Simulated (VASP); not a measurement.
# CdTe (CsCl type) (Pm-3m) in VASP: notebook

The runs below take CdTe (CsCl type) through single point, relaxation of cell and atoms, with PBE.

Everything below comes from runs of VASP 6.6.1. Logs are shortened: lines on timing, memory, paths and dates and some standing lists are left out, and cuts for length are marked.

## (1) The cell of the first run

The structure is cubic, space group Pm-3m (No. 221). The conventional cell has a = 3.786 Å, b = 3.786 Å, c = 3.786 Å, α = 90.00°, β = 90.00°, γ = 90.00°. Cd (site symmetry m-3m) has 8 Te at 3.28 Å and 6 Cd at 3.79 Å within 4.3 Å. Te (site symmetry m-3m) has 8 Cd at 3.28 Å and 6 Te at 3.79 Å within 4.3 Å.

## (2) Single point, PBE

INCAR

```
PREC = Accurate ; ENCUT = 520
EDIFF = 1E-7 ; ISMEAR = -1
SIGMA = 0.05 ; LREAL = False
LASPH = True ; NELM = 100
ALGO = Normal ; ISIF = 2
LWAVE = False ; LCHARG = False
GGA = PE ; NBANDS = 16
```

KPOINTS

```
regular mesh
0
Gamma
  11 11 11
```

POSCAR

```
CdTe
1.0
    3.7856946592      0.0000000000      0.0000000000
    0.0000000000      3.7856946592      0.0000000000
    0.0000000000      0.0000000000      3.7856946592
Cd Te
1 1
Direct
    0.0000000000      0.0000000000      0.0000000000
    0.5000000000      0.5000000000      0.5000000000
```

Potentials or basis: VASP PAW PBE potentials, release 64 (Cd, Te).

Command:

```
$ cat potpaw_PBE.64/Cd/POTCAR potpaw_PBE.64/Te/POTCAR > POTCAR
$ mpirun -np 1 vasp_std > vasp.out
```

OUTCAR:

```text
PREC = Accurate
   ENCUT = 520
   EDIFF = 1E-7
   ISMEAR = -1
   LREAL = False
   LASPH = True
   NELM = 100
   ISIF = 2
   GGA = PE

 ion  position               nearest neighbor table
   1  0.000  0.000  0.000-   2 3.28   2 3.28   2 3.28   2 3.28   2 3.28   2 3.28   2 3.28   2 3.28

   2  0.500  0.500  0.500-   1 3.28   1 3.28   1 3.28   1 3.28   1 3.28   1 3.28   1 3.28   1 3.28

  LATTYP: Found a simple cubic cell.
 ALAT       =     3.7856946592

  Lattice vectors:

 A1 = (   3.7856946592,   0.0000000000,   0.0000000000)
 A2 = (   0.0000000000,   3.7856946592,   0.0000000000)
 A3 = (   0.0000000000,   0.0000000000,   3.7856946592)

Analysis of symmetry for initial positions (statically):
=====================================================================
 Subroutine PRICEL returns:
 Original cell was already a primitive cell.

 Routine SETGRP: Setting up the symmetry group for a
 simple cubic supercell.

 Subroutine GETGRP returns: Found 48 space group operations
 (whereof 48 operations were pure point group operations)
 out of a pool of 48 trial point group operations.

The static configuration has the point symmetry O_h .

Analysis of symmetry for dynamics (positions and initial velocities):
=====================================================================
 Subroutine PRICEL returns:
 Original cell was already a primitive cell.

 Routine SETGRP: Setting up the symmetry group for a
 simple cubic supercell.

 Subroutine GETGRP returns: Found 48 space group operations
 (whereof 48 operations were pure point group operations)
 out of a pool of 48 trial point group operations.

The dynamic configuration has the point symmetry O_h .

 Subroutine INISYM returns: Found 48 space group operations
 (whereof 48 operations are pure point group operations),
 and found     1 'primitive' translations

----------------------------------------------------------------------------------------

                                     Primitive cell

  volume of cell :      54.2546

  direct lattice vectors                    reciprocal lattice vectors
     3.785694659  0.000000000  0.000000000     0.264152313  0.000000000  0.000000000
     0.000000000  3.785694659  0.000000000     0.000000000  0.264152313  0.000000000
     0.000000000  0.000000000  3.785694659     0.000000000  0.000000000  0.264152313

  length of vectors
     3.785694659  3.785694659  3.785694659     0.264152313  0.264152313  0.264152313

  position of ions in fractional coordinates (direct lattice)
     0.000000000  0.000000000  0.000000000
     0.500000000  0.500000000  0.500000000

  ion indices of the primitive-cell ions
   primitive index   ion index
                 1           1
                 2           2

----------------------------------------------------------------------------------------

 KPOINTS: regular mesh

Automatic generation of k-mesh.
 Grid dimensions read from file:
 generate k-points for:   11   11   11

 Generating k-lattice:

  Cartesian coordinates                     Fractional coordinates (reciprocal lattice)
     0.024013847  0.000000000  0.000000000     0.090909091  0.000000000  0.000000000
     0.000000000  0.024013847  0.000000000     0.000000000  0.090909091  0.000000000
     0.000000000  0.000000000  0.024013847     0.000000000  0.000000000  0.090909091

  Length of vectors
     0.024013847  0.024013847  0.024013847

  Shift w.r.t. Gamma in fractional coordinates (k-lattice)
     0.000000000  0.000000000  0.000000000

 Subroutine IBZKPT returns following result:
 ===========================================

 Found     56 irreducible k-points:

 Following reciprocal coordinates:
            Coordinates               Weight
  0.000000  0.000000  0.000000      1.000000
  0.090909  0.000000  0.000000      6.000000
  0.181818  0.000000  0.000000      6.000000
  0.272727  0.000000  0.000000      6.000000
  0.363636  0.000000  0.000000      6.000000
  0.454545  0.000000  0.000000      6.000000
[... 16 lines left out ...]
  0.181818  0.090909  0.090909     24.000000
  0.272727  0.090909  0.090909     24.000000
 [... further k-points ...]
   k-points           NKPTS =     56   k-points in BZ     NKDIM =     56   number of bands    NBANDS=     16
   number of dos      NEDOS =    301   number of ions     NIONS =      2
   total plane-waves  NPLWV =  21952
   dimension x,y,z NGX =    28 NGY =   28 NGZ =   28
   dimension x,y,z NGXF=    56 NGYF=   56 NGZF=   56
   ions per type =               1   1
   NGX,Y,Z   is equivalent  to a cutoff of  12.30, 12.30, 12.30 a.u.
   NGXF,Y,Z  is equivalent  to a cutoff of  24.59, 24.59, 24.59 a.u.
 SYSTEM =  unknown system
   PREC   = accura    normal or accurate (medium, high low for compatibility)
   ISTART =      0    job   : 0-new  1-cont  2-samecut
   ICHARG =      2    charge: 1-file 2-atom 10-const
   ISPIN  =      1    spin polarized calculation?
   LNONCOLLINEAR =      F non collinear calculations
   LSORBIT =      F    spin-orbit coupling
   LASPH  =      T    aspherical Exc in radial PAW
   ENCUT  =  520.0 eV  38.22 Ry    6.18 a.u.   7.04  7.04  7.04*2*pi/ulx,y,z
   NELM   =    100;   NELMIN=  2; NELMDL= -5     # of ELM steps
   EDIFF  = 0.1E-06   stopping-criterion for ELM
   LREAL  =      F    real-space projection
   EDIFFG = 0.1E-05   stopping-criterion for IOM
   NSW    =      0    number of steps for IOM
   IBRION =     -1    ionic relax: 0-MD 1-quasi-New 2-CG
   NFREE  =      0    steps in history (QN), initial steepest desc. (CG)
   ISIF   =      2    stress and relaxation
   ISYM   =      2    0-nonsym 1-usesym 2-fastsym
   POTIM  = 0.5000    time-step for ionic-motion
   TEBEG  =    0.0;   TEEND  =   0.0 temperature during run
   PSTRESS=    0.0 pullay stress
   NELECT =      18.0000    total number of electrons
   NUPDOWN=      -1.0000    fix difference up-down
   EMIN   =  10.00;   EMAX   =-10.00  energy-range for DOS
   EFERMI =   0.00;   METHOD = LEGACY
   ISMEAR =    -1;   SIGMA  =   0.05  broadening in eV -4-tet -1-fermi 0-gaus
   EFERMI_NEDOS =   21; number of points for ismear=-14 and -15
   IALGO  =     38    algorithm
   IMIX   =      4    mixing-type and parameters
     AMIX     =   0.40;   BMIX     =  1.00
     AMIX_MAG =   1.60;   BMIX_MAG =  1.00
  volume/ion in A,a.u.               =      27.13       183.06
  Fermi-wavevector in a.u.,A,eV,Ry     =   1.133322  2.141669 17.475586  1.284419
  Thomas-Fermi vector in A             =   2.270025
   LORBIT       =      0    0 simple, 1 ext, 2 COOP (PROOUT), +10 PAW based schemes
   GGA     = PE    functional components
   LHFCALC =     F    Hartree Fock is set to
   AEXX    =    0.0000 exact exchange contribution
   IVDW    =     0    specifies the selected vdW correction
   LEPSILON=     F    determine dielectric tensor
   LRPA    =     F    only Hartree local field effects (RPA)
 non-spin polarized calculation
  energy-cutoff  :      520.00
  volume of cell :       54.25
 maximum number of plane-waves:      1478
   NGX = 15   NGY = 15   NGZ = 15

 number of electron      17.9999993 magnetization

 Free energy of the ion-electron system (eV)
  ---------------------------------------------------
  ext. energy  EPLUGINS =         0.00000000
  ---------------------------------------------------
  free energy    TOTEN  =        -3.74159196 eV

  energy without entropy =       -3.72930393  energy(sigma->0) =       -3.73544795

 E-fermi :   4.7321     XC(G=0): -10.0787

 val. band max:        4.6876320145   @ k =   0.4545   0.4545   0.4545
 cond. band min:       4.7470064263   @ k =   0.3636   0.3636   0.1818
 fundamental gap:      0.0593744117
 Fermi energy:         4.7321240234

 k-point     1 :       0.0000    0.0000    0.0000
  band No.  band energies     occupation
      1      -7.4371      2.00000
      2      -3.8072      2.00000
      3      -3.8072      2.00000
      4      -3.5505      2.00000
      5      -3.5505      2.00000
      6      -3.5505      2.00000
[... 8 lines left out ...]
     15      14.1019      0.00000
     16      17.4367      0.00000

 k-point     2 :       0.0909    0.0000    0.0000
  band No.  band energies     occupation
      1      -7.3776      2.00000
      2      -3.8050      2.00000
      3      -3.7933      2.00000
      4      -3.5620      2.00000
      5      -3.5620      2.00000
      6      -3.5498      2.00000
[... 8 lines left out ...]
     15      13.6576      0.00000
     16      17.1340      0.00000

 k-point     3 :       0.1818    0.0000    0.0000
  band No.  band energies     occupation
      1      -7.2074      2.00000
      2      -3.7991      2.00000
      3      -3.7581      2.00000
      4      -3.5927      2.00000
      5      -3.5927      2.00000
      6      -3.5481      2.00000
[... 8 lines left out ...]
     15      12.9200      0.00000
     16      15.9687      0.00000

 k-point     4 :       0.2727    0.0000    0.0000
  band No.  band energies     occupation
      1      -6.9553      2.00000
      2      -3.7913      2.00000
      3      -3.7186      2.00000
      4      -3.6319      2.00000
      5      -3.6319      2.00000
      6      -3.5458      2.00000
[... 8 lines left out ...]
     15      13.7936      0.00000
     16      14.8564      0.00000
[... 324 lines left out ...]
 k-point    22 :       0.0909    0.0909    0.0909
  band No.  band energies     occupation
      1      -7.2619      2.00000
      2      -3.7825      2.00000
      3      -3.7825      2.00000
      4      -3.5753      2.00000
      5      -3.5692      2.00000
      6      -3.5692      2.00000
[... 8 lines left out ...]
     15      13.3027      0.00000
     16      16.5767      0.00000

 k-point    23 :       0.1818    0.0909    0.0909
  band No.  band energies     occupation
      1      -7.0984      2.00000
      2      -3.7766      2.00000
      3      -3.7450      2.00000
      4      -3.6014      2.00000
      5      -3.5939      2.00000
      6      -3.5672      2.00000
[... 8 lines left out ...]
     15      13.3004      0.00000
     16      16.0518      0.00000

 k-point    24 :       0.2727    0.0909    0.0909
  band No.  band energies     occupation
      1      -6.8582      2.00000
      2      -3.7686      2.00000
      3      -3.7040      2.00000
      4      -3.6427      2.00000
      5      -3.6117      2.00000
      6      -3.5634      2.00000
[... 8 lines left out ...]
     15      13.9437      0.00000
     16      15.7217      0.00000

 [... further k-points ...]
[... 5 lines left out ...]
  --------------------------------------------------------------------------------------
  -------------------------------------------------------------------------------------
  Total        0.0477970      0.0477970      0.0477970     -0.0000000      0.0000000      0.0000000
  in kB        1.4114791      1.4114791      1.4114791     -0.0000000      0.0000000      0.0000000
  external PRESSURE =       1.4114791 kB  Pullay stress =       0.0000000 kB

 VOLUME and BASIS-vectors are now :
 -----------------------------------------------------------------------------
  energy-cutoff  :      520.00
  volume of cell :       54.25
      direct lattice vectors                 reciprocal lattice vectors
     3.785694659  0.000000000  0.000000000     0.264152313  0.000000000  0.000000000
     0.000000000  3.785694659  0.000000000     0.000000000  0.264152313  0.000000000
     0.000000000  0.000000000  3.785694659     0.000000000  0.000000000  0.264152313

 POSITION                                       TOTAL-FORCE (eV/Angst)
 -----------------------------------------------------------------------------------
      0.00000      0.00000      0.00000         0.000000      0.000000      0.000000
      1.89285      1.89285      1.89285         0.000000      0.000000      0.000000
 -----------------------------------------------------------------------------------
    total drift:                               -0.000000      0.000000     -0.000000

  FREE ENERGIE OF THE ION-ELECTRON SYSTEM (eV)
  ---------------------------------------------------
  free  energy   TOTEN  =        -3.7415919591 eV

  energy  without entropy=       -3.7293039320  energy(sigma->0) =       -3.73544795
```

It took 28 s on 1 thread of Intel Xeon Platinum 8259CL at 2.50GHz (Skylake/Cascade Lake), shared host; peak memory 0.19 GiB.

Results:

- Free energy: -3.7416 eV
- Pressure: 0.1 GPa
- Band gap on the k mesh: zero (band 9 reaches 5.14 eV, above the bottom of band 10 at 3.71 eV)

Levels at points of the mesh, in eV from the Fermi level:
```tsv
k point	band 6	band 7	band 8	band 9	band 10	band 11	band 12	band 13
(0.00, 0.00, 0.00)	-8.28	-1.18	-0.96	-0.96	-0.96	4.91	4.91	9.37
```

Caveat: spin-orbit coupling is left out, which moves the levels of the heavy elements.

## (3) Relaxation of cell and atoms, PBE

This run uses another cell than the first one, of 18.74 Å³/atom, 0.691 times its volume.

INCAR

```
PREC = Accurate
ENCUT = 600
EDIFF = 1E-6
ISMEAR = -1
SIGMA = 0.05
LREAL = F
LASPH = T
NELM = 100
ALGO = Normal
ISIF = 3
LWAVE = F
LCHARG = F
GGA = PE
IBRION = 2
NSW = 60
EDIFFG = -0.005
```

KPOINTS is that of step 2.

POSCAR

```
CdTe
1.0
    3.3465029723      0.0000000000      0.0000000000
    0.0000000000      3.3465029723      0.0000000000
    0.0000000000      0.0000000000      3.3465029723
Cd Te
1 1
Direct
    0.0000000000      0.0000000000      0.0000000000
    0.5000000000      0.5000000000      0.5000000000
```

Potentials or basis: VASP PAW PBE potentials, release 64 (Cd, Te).

Command:

```
$ cat potpaw_PBE.64/Cd/POTCAR potpaw_PBE.64/Te/POTCAR > POTCAR
$ mpirun -np 1 vasp_std > vasp.out
```

It took 74 s on 1 thread of AMD EPYC 7R43 (Zen 3), shared host; peak memory 0.16 GiB.

Results (log left out):

```yaml
Free_energy: -3.7383 eV
Relaxed_volume: 27.20 Å³/atom
Relaxed_cell: a = 3.789 Å, b = 3.789 Å, c = 3.789 Å, α = 90.00°, β = 90.00°, γ = 90.00°
Space_group_after_relaxing_to_0.05_Å: Pm-3m (No. 221)
Energy_gained_by_relaxing: 775.4 meV/atom
Ionic_steps: 5
Pressure_after_relaxing: 0.0 GPa
Band_gap_on_the_k_mesh: zero (band 9 reaches 5.11 eV, above the bottom of band 10 at 3.69 eV)
```

Step by step:
| step | energy change (eV) | largest force (eV/Å) | pressure (GPa) | volume (Å³) |
| --- | --- | --- | --- | --- |
| 1 | 0.0000 | 0.0000 | 42.24 | 37.48 |
| 2 | -1.1084 | 0.0000 | -6.40 | 71.17 |
| 3 | -1.5506 | 0.0000 | 0.22 | 54.11 |
| 4 | -1.5507 | 0.0000 | -0.09 | 54.51 |
| 5 | -1.5508 | 0.0000 | -0.03 | 54.40 |

Final structure:
```
Cd Te
1.0
     3.78908    0.00000    0.00000
     0.00000    3.78908    0.00000
     0.00000    0.00000    3.78908
Cd Te
1 1
Direct
  0.00000 0.00000 0.00000
  0.50000 0.50000 0.50000
```

Levels at points of the mesh, in eV from the Fermi level:
```csv
k point,band 7,band 8,band 9,band 10,band 11,band 12
"(0.00, 0.00, 0.00)",-1.18,-0.96,-0.96,-0.96,4.91,4.91
```

Caveat: the volume moved by over 15 % at a fixed basis, so the end points are rough; spin-orbit coupling is left out, which moves the levels of the heavy elements.
